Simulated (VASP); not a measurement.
Input of a VASP 6.6.1 run:

INCAR

```
SYSTEM = Rh
PREC = Accurate ; ENCUT = 520
EDIFF = 1E-6 ; ISMEAR = -1
SIGMA = 0.03 ; LREAL = .FALSE.
LASPH = .TRUE. ; NELM = 100
ALGO = Normal ; ISIF = 2
LWAVE = .FALSE. ; LCHARG = .FALSE.
GGA = PE ; NBANDS = 14
```

File KPOINTS:

```
regular mesh
0
G
  16 16 16
  0 0 0
```

The input POSCAR:

```
Rh
1.0
    0.0000000000      1.9141434134      1.9141434134
    1.9141434134      0.0000000000      1.9141434134
    1.9141434134      1.9141434134      0.0000000000
Rh
1
Direct
    0.0000000000      0.0000000000      0.0000000000
```

Potentials or basis: VASP PAW PBE potentials, release 64 (Rh_pv).

Run with:

```bash
$ cat potpaw_PBE.64/Rh_pv/POTCAR > POTCAR
$ mpirun -np 1 vasp_std > vasp.out
```

**Question.** Predict the pressure.

**Answer.** 0.4 GPa.
